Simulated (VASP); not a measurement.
# Au (Fm-3m) in VASP: a series of runs, part 2 of 2

VASP 6.6.1. The steps go on from the part before.

### 5 Relaxation of cell and atoms, PBE, collinear spin

This run uses another cell than the first one: it holds 1 atom, not 2.

Input file INCAR:

```
SYSTEM = Au
  PREC = Accurate
  ENCUT = 600
  EDIFF = 1E-7
  ISMEAR = -1
  SIGMA = 0.05
  LREAL = .FALSE.
  LASPH = .TRUE.
  NELM = 150
  ALGO = Normal
  ISIF = 3
  LWAVE = .FALSE.
  LCHARG = .FALSE.
  ISPIN = 2
  MAGMOM = 0.2
  LORBIT = 11
  LMAXMIX = 4
  GGA = PE
  IBRION = 2
  NSW = 60
  EDIFFG = -0.005
```

Input file KPOINTS:

```
Automatic mesh
0
G
  18 18 18
  0 0 0
```

Input file POSCAR:

```
Au
1.0
    0.0000000000      2.0782718017      2.0782718017
    2.0782718017      0.0000000000      2.0782718017
    2.0782718017      2.0782718017      0.0000000000
Au
1
Direct
    0.0000000000      0.0000000000      0.0000000000
```

Potentials or basis: VASP PAW PBE potentials, release 64 (Au).

Started as:

```
$ cat potpaw_PBE.64/Au/POTCAR > POTCAR
$ mpirun -np 1 vasp_std > vasp.out
```

OUTCAR:

```text
SYSTEM = Au
   PREC = Accurate
   ENCUT = 600
   EDIFF = 1E-7
   ISMEAR = -1
   LREAL = .FALSE.
   LASPH = .TRUE.
   NELM = 150
   ISIF = 3
   ISPIN = 2
   LORBIT = 11
   GGA = PE
   IBRION = 2
   NSW = 60
   EDIFFG = -0.005

 ion  position               nearest neighbor table
   1  0.000  0.000  0.000-

  LATTYP: Found a face centered cubic cell.
 ALAT       =     4.1565436034

  Lattice vectors:

 A1 = (   0.0000000000,   2.0782718017,   2.0782718017)
 A2 = (   2.0782718017,   0.0000000000,   2.0782718017)
 A3 = (   2.0782718017,   2.0782718017,   0.0000000000)

Analysis of symmetry for initial positions (statically):
=====================================================================
 Subroutine PRICEL returns:
 Original cell was already a primitive cell.

 Routine SETGRP: Setting up the symmetry group for a
 face centered cubic supercell.

 Subroutine GETGRP returns: Found 48 space group operations
 (whereof 48 operations were pure point group operations)
 out of a pool of 48 trial point group operations.
[... 485 lines left out ...]
      6       5.5883      1.00000
      7      23.2097      0.00000
      8      26.9094      0.00000
      9      26.9094      0.00000
[... 265 lines left out ...]
 k-point    24 :      -0.2222    0.0556    0.0000
  band No.  band energies     occupation
      1       1.0348      1.00000
      2       3.9775      1.00000
      3       4.4907      1.00000
      4       4.5230      1.00000
      5       5.5089      1.00000
      6       5.9478      1.00000
      7      19.8703      0.00000
      8      24.1234      0.00000
      9      26.6583      0.00000

 [... further k-points ...]

------------------------ aborting loop because EDIFF is reached ----------------------------------------

  FORCE on cell =-STRESS in cart. coord.  units (eV):
  Direction    XX          YY          ZZ          XY          YZ          ZX
  --------------------------------------------------------------------------------------
  -------------------------------------------------------------------------------------
  Total       -0.0020609     -0.0020609     -0.0020609     -0.0000000     -0.0000000      0.0000000
  in kB       -0.1839204     -0.1839204     -0.1839204     -0.0000000     -0.0000000      0.0000000
  external PRESSURE =      -0.1839204 kB  Pullay stress =       0.0000000 kB

 VOLUME and BASIS-vectors are now :
 -----------------------------------------------------------------------------
  energy-cutoff  :      600.00
  volume of cell :       17.95
      direct lattice vectors                 reciprocal lattice vectors
     0.000000000  2.078271802  2.078271802    -0.240584509  0.240584509  0.240584509
     2.078271802  0.000000000  2.078271802     0.240584509 -0.240584509  0.240584509
     2.078271802  2.078271802  0.000000000     0.240584509  0.240584509 -0.240584509

 POSITION                                       TOTAL-FORCE (eV/Angst)
 -----------------------------------------------------------------------------------
      0.00000      0.00000      0.00000         0.000000      0.000000     -0.000000
 -----------------------------------------------------------------------------------
    total drift:                               -0.000000     -0.000000      0.000000

  FREE ENERGIE OF THE ION-ELECTRON SYSTEM (eV)
  ---------------------------------------------------
  free  energy   TOTEN  =        -3.2226802202 eV

  energy  without entropy=       -3.2205947040  energy(sigma->0) =       -3.22163746

 reached required accuracy - stopping structural energy minimisation

 total charge

# of ion       s       p       d       tot
------------------------------------------
    1        0.523   0.316   8.760   9.599

 magnetization (x)

# of ion       s       p       d       tot
------------------------------------------
    1        0.000  -0.000   0.000   0.000
```

CONTCAR:

```text
Au
   1.00000000000000
     0.0000000000000000    2.0782718017000001    2.0782718017000001
     2.0782718017000001    0.0000000000000000    2.0782718017000001
     2.0782718017000001    2.0782718017000001    0.0000000000000000
  Au
     1
Direct
     0.0000000000000000    0.0000000000000000    0.0000000000000000

  0.00000000E+00  0.00000000E+00  0.00000000E+00
```

Run time: 46 s. Hardware: 1 thread of AMD EPYC 9R45 (Zen 5), shared host; peak memory 0.17 GiB.

What came out:

```
Free energy                                           : -3.2227 eV
Pressure after relaxing                               : 0.0 GPa
Net moment                                            : 0.00 μB per cell
Valence electrons inside the program's atomic spheres : Au 9.60
```

Final structure:
```
Au
1.0
     0.00000    2.07827    2.07827
     2.07827    0.00000    2.07827
     2.07827    2.07827    0.00000
Au
1
Direct
  0.00000 0.00000 0.00000
```

Levels at points of the mesh, in eV from the Fermi level:
Spin up:
| k point | band 3 | band 4 | band 5 | band 6 | band 7 | band 8 | band 9 |
| --- | --- | --- | --- | --- | --- | --- | --- |
| (0.00, 0.00, 0.00) | -4.38 | -4.38 | -3.00 | -3.00 | 14.63 | 18.32 | 18.32 |
| (0.50, 0.00, 0.00) | -4.41 | -1.90 | -1.90 | -0.67 | 2.84 | 14.07 | 16.78 |
| (0.50, 0.50, 0.00) | -1.94 | -1.61 | -1.61 | 1.21 | 5.41 | 9.90 | 9.90 |
Spin down:
```csv
k point,band 2,band 3,band 4,band 5,band 6,band 7,band 8,band 9
"(0.00, 0.00, 0.00)",-4.38,-4.38,-4.38,-3.00,-3.00,14.63,18.32,18.32
"(0.50, 0.00, 0.00)",-4.41,-4.41,-1.90,-1.90,-0.67,2.84,14.07,16.78
"(0.50, 0.50, 0.00)",-6.26,-1.94,-1.61,-1.61,1.21,5.41,9.90,9.90
```

Caveat: the relaxation stopped at its first step, so nothing moved; spin-orbit coupling is left out, which moves the levels of the heavy elements.

### 6 Summary

```tsv
task	spin	cell	cutoff (eV)	gap on the mesh (eV)	pressure (GPa)	moment (μB)
relaxation of cell and atoms	off	relaxed from a = 2.939 Å, angles 60.0°, 1 atom	600	none	0.0	-
single point	collinear	a = 2.940 Å, angles 60.0°, 1 atom	520	none	-0.3	0.00
relaxation of cell and atoms	collinear	relaxed from a = 2.939 Å, angles 60.0°, 1 atom	600	none	0.0	0.00
```

Alike in all rows: level PBE; potentials or basis VASP PAW PBE potentials, release 64 (Au); k mesh 18 × 18 × 18; smearing fermi-dirac 0.05 eV.

Caveats: spin-orbit coupling is left out, which moves the levels of the heavy elements; the relaxation stopped at its first step, so nothing moved (at least some runs).

Absolute energies hang on the potentials; compare differences alone.
